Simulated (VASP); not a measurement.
Write the native input for VASP 6.6.1 that does the following.

```
Task                   : single point
Functional             : PBE
Dispersion             : D4
Potentials or basis    : VASP PAW PBE potentials, release 64 (Zn)
Cutoff                 : 520 eV
k mesh                 : 6 × 6 × 2
Occupations            : gaussian, width 0.1 eV
Spin                   : no spin polarisation
Dipole correction      : no
Further INCAR settings : ALGO = Normal; EDIFF = 1e-07; NBANDS = 25
```

The structure of Zn lies in POSCAR:

```
Zn
1.0
    2.2681701736     -1.3084870100      0.0000000000
    2.2681701736      1.3084870100      0.0000000000
   -1.5917165425      0.0000000000      7.3004081919
Zn
3
Direct
    0.0000000000      0.0000000000      0.0000000000
    0.2219821400      0.2219821400      0.6654950200
    0.7780178600      0.7780178600      0.3345049800
```

The input as run:

INCAR

```
SYSTEM = Zn
PREC = Accurate
ENCUT = 520
EDIFF = 1E-7
ISMEAR = 0
SIGMA = 0.1
LREAL = .False.
LASPH = .True.
NELM = 60
ALGO = Normal
ISIF = 2
LWAVE = .False.
LCHARG = .False.
GGA = PE
IVDW = 13
NBANDS = 25
```

KPOINTS

```
regular mesh
0
Gamma
  6 6 2
  0 0 0
```

Potentials or basis: VASP PAW PBE potentials, release 64 (Zn).

Run with:

```sh
$ cat potpaw_PBE.64/Zn/POTCAR > POTCAR
$ mpirun -np 1 vasp_std > vasp.out
```

It gave:

```yaml
Pressure: 1.5 GPa
Largest_force: 0.026 eV/Å
Band_gap_on_the_k_mesh: zero (band 18 reaches 4.11 eV, above the bottom of band 19 at 0.48 eV)
Dispersion_energy_per_atom: -0.336 eV
```

Caveat: the k points lie up to 0.46 Å⁻¹ apart; pairwise dispersion overbinds metals, which lowers pressure and volume.

It took 26 s on 1 thread of Intel(R) Xeon(R) Platinum 8375C CPU @ 2.90GHz (Ice Lake) (shared host), peak memory 0.16 GiB.
